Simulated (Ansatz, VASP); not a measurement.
**One calculation of LiCu, two programs**

INCAR

```
PREC = Accurate
ENCUT = 880
EDIFF = 1E-6
ISMEAR = 0
SIGMA = 0.1
LREAL = False
LASPH = True
NELM = 120
ALGO = Normal
ISIF = 2
LWAVE = False
LCHARG = True
GGA = PE
LELF = True
LVHAR = True
NBANDS = 18
GGA_COMPAT = False
```

The input KPOINTS:

```
regular mesh
0
Gamma
  6 6 6
```

The input POSCAR:

```
LiCu
1.0
    2.7191725700      0.0000000000      0.0000000000
    0.0000000000      2.7191725700      0.0000000000
    0.0000000000      0.0000000000      3.4113225300
Li Cu
1 1
Direct
    0.5000000000      0.5000000000      0.5000000000
    0.0000000000      0.0000000000      0.0000000000
```

Input for Ansatz:

```yaml
crystal:
  lattice:
    - [2.71917257, 0.0, 0.0]
    - [0.0, 2.71917257, 0.0]
    - [0.0, 0.0, 3.41132253]
  atoms:
    - { symbol: Li, position: [0.5, 0.5, 0.5] }
    - { symbol: Cu, position: [0.0, 0.0, 0.0] }
basis:
  ecutwfc: 420
kpoints:
  mp_grid: { grid: [6, 6, 6] }
hamiltonian:
  xc: pbe
scf:
  occupations: { method: gaussian, width: 0.1 }
  lower_state_search: "off"
output:
  forces: true
  stress: true
  eigenvalues: true
```

Change from the starting cell: species swapped into the YbSn type (P4/mmm, No. 123).

Alike in both runs: task single point; functional PBE; k mesh 6 × 6 × 6; occupations gaussian, width 0.1 eV; no spin polarisation.

```csv
,VASP,Ansatz
version,VASP 6.6.1,Ansatz 0.2.0
potentials or method,"VASP PAW PBE potentials, release 64 (Li_sv, Cu_sv_GW), cutoff 880 eV","scalar-relativistic, plane waves, PAW"
valence electrons in the cell,22,22
```

```tsv
	VASP	Ansatz	Ansatz less VASP
gap on the k mesh at the Fermi level (eV)	none	none	-
pressure (GPa)	0.8	1.1	+0.36
traceless stress, the component that is largest in VASP (GPa)	-0.43	-0.44	-0.008
```

A gap of «none» marks a metal or a gap that the smearing closes. With one functional, cell and mesh, what is left measures potentials, basis and numerics.

The k mesh is coarse, so the values compare programs but aren't converged.
